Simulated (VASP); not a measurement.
Here is a VASP 6.6.1 calculation.

File INCAR:

```
ALGO = Normal
EDIFF = 1E-6
ENCUT = 690
GGA = PE
GGA_COMPAT = F
ISIF = 2
ISMEAR = -1
ISPIN = 2
LASPH = T
LCHARG = T
LDAU = T
LDAUJ = 0
LDAUL = 2
LDAUPRINT = 1
LDAUTYPE = 2
LDAUU = 5.3
LELF = T
LMAXMIX = 4
LORBIT = 11
LREAL = F
LVHAR = T
LWAVE = F
MAGMOM = 0
NBANDS = 18
NELM = 200
NUPDOWN = 0.0
PREC = Accurate
SIGMA = 0.05
```

The input KPOINTS:

```
k-points
0
Gamma
  12 12 12
```

POSCAR

```
Fe
1.0
   -1.4304000000      1.4304000000      1.4304000000
    1.4304000000     -1.4304000000      1.4304000000
    1.4304000000      1.4304000000     -1.4304000000
Fe
1
Direct
    0.0000000000      0.0000000000      0.0000000000
```

Potentials or basis: VASP PAW PBE potentials, release 64 (Fe_sv).

Launch:

```bash
$ cat potpaw_PBE.64/Fe_sv/POTCAR > POTCAR
$ mpirun -np 1 vasp_std > vasp.out
```

Q: Predict the pressure.

A: 3.6 GPa.

Eigenvalues of the final occupation matrices:
```
    site  spin  trace               eigenvalues
site 1 d     1   2.79  0.22 0.22 0.78 0.78 0.78
site 1 d     2   2.79  0.22 0.22 0.78 0.78 0.78
```

Caveat: the cell stands under pressure; the total moment is fixed, so each spin has its own Fermi level; the U is typed as a test and isn't derived for this compound.
